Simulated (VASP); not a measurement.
The system is HfO2.

```
Hf O
1.0
     5.25403    0.00000    0.00000
     0.00000    5.03791    0.00000
     0.00000    0.00000    5.06602
Hf O
4 8
Direct
  0.96699 0.73252 0.74144
  0.53301 0.73252 0.24144
  0.46699 0.26748 0.74144
  0.03301 0.26748 0.24144
  0.63213 0.92865 0.87927
  0.86787 0.92865 0.37927
  0.23395 0.53988 0.49229
  0.26605 0.53988 0.99229
  0.76605 0.46012 0.99229
  0.73395 0.46012 0.49229
  0.13213 0.07135 0.87927
  0.36787 0.07135 0.37927
```

Base run:

```yaml
Program: VASP 6.6.1
Functional: RPBE
Dispersion: D4
Potentials_or_basis: VASP PAW PBE potentials, release 64 (Hf_pv, O)
Cutoff: 520 eV
k_mesh: 5 × 6 × 5
Occupations: fermi-dirac, width 0.05 eV
Spin: no spin polarisation
```

Its results: band gap on the k mesh 4.45 eV (least direct gap 4.64 eV); pressure -1.5 GPa; largest force 0.071 eV/Å.

Task: The run is repeated on the same cell with these changes: functional from RPBE to PBE. What comes out?

Result: Band gap on the k mesh 4.37 eV (least direct gap 4.58 eV); pressure -2.1 GPa; largest force 0.058 eV/Å.

PBE binds more tightly than RPBE, so the same cell stands under less pressure.

Caveats: spin-orbit coupling is left out, which moves the levels of the heavy elements; an odd mesh through Γ misses points on the zone boundary, where band edges can lie; the PAW data sets were made with another functional, which shifts forces and pressure a little (at least some runs).
